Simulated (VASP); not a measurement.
Set up this calculation in VASP 6.6.1, as the native input.

```yaml
Task: single point
Functional: PBE
Potentials_or_basis: VASP PAW PBE potentials, release 64 (Al, H)
Cutoff: 520 eV
k_mesh: 6 × 6 × 1
Occupations: gaussian, width 0.1 eV
Spin: collinear spin
Starting_moments: "[0.0, 0.0, 0.0, 0.0, 0.0, 0.0, 0.0, 0.0, 0.0, 0.0, 0.0, 0.0, 1.0] μB"
Dipole_correction: yes
Further_INCAR_settings: ALGO = Normal; EDIFF = 1e-07; NBANDS = 34
```

The structure of Al12H lies in POSCAR:

```
Al12H
1.0
    5.7143028096      0.0000000000      0.0000000000
   -2.8571514048      4.9487313980      0.0000000000
    0.0000000000      0.0000000000     21.6016424764
Al H
12 1
Direct
    0.3333333333      0.1666666667      0.1851711047
    0.3333333333      0.6666666667      0.1851711047
    0.8333333333      0.1666666667      0.1851711047
    0.8333333333      0.6666666667      0.1851711047
    0.1666666667      0.3333333333      0.2916873740
    0.1666666667      0.8333333333      0.2916873740
    0.6666666667      0.3333333333      0.2916873740
    0.6666666667      0.8333333333      0.2916873740
    0.0000000000      0.0000000000      0.3981939098
    0.0000000000      0.5000000000      0.3981939098
    0.5000000000      0.0000000000      0.3981939098
    0.5000000000      0.5000000000      0.3981939098
    0.1111111111     -0.1111111111      0.4940199565
```

These files were run (other wordings do the same):

INCAR

```
SYSTEM = Al12H
PREC = Accurate ; ENCUT = 520
EDIFF = 1E-7 ; ISMEAR = 0
SIGMA = 0.1 ; LREAL = .FALSE.
LASPH = .TRUE. ; NELM = 150
ALGO = Normal ; ISIF = 2
LWAVE = .FALSE. ; LCHARG = .FALSE.
ISPIN = 2 ; MAGMOM = 0 0 0 0 0 0 0 0 0 0 0 0 1
LORBIT = 11 ; LDIPOL = .TRUE.
IDIPOL = 3 ; DIPOL = 0.5 0.5 0.307
GGA = PE ; NBANDS = 34
```

KPOINTS

```
Automatic mesh
0
G
  6 6 1
  0 0 0
```

Potentials or basis: VASP PAW PBE potentials, release 64 (Al, H).

The run is started by

```bash
$ cat potpaw_PBE.64/Al/POTCAR potpaw_PBE.64/H/POTCAR > POTCAR
$ mpirun -np 1 vasp_std > vasp.out
```

Results of the run:

```yaml
Largest_force: 1.501 eV/Å
Net_moment: 0.00 μB per cell
Valence_electrons_inside_the_program's_atomic_spheres: Al 0.76, 0.78, 0.77, 0.74 (each value once); H 0.42
```

Wall time 24 min on 1 thread of Oxide Virtual Turin-like Processor (shared host), peak memory 1 GiB.
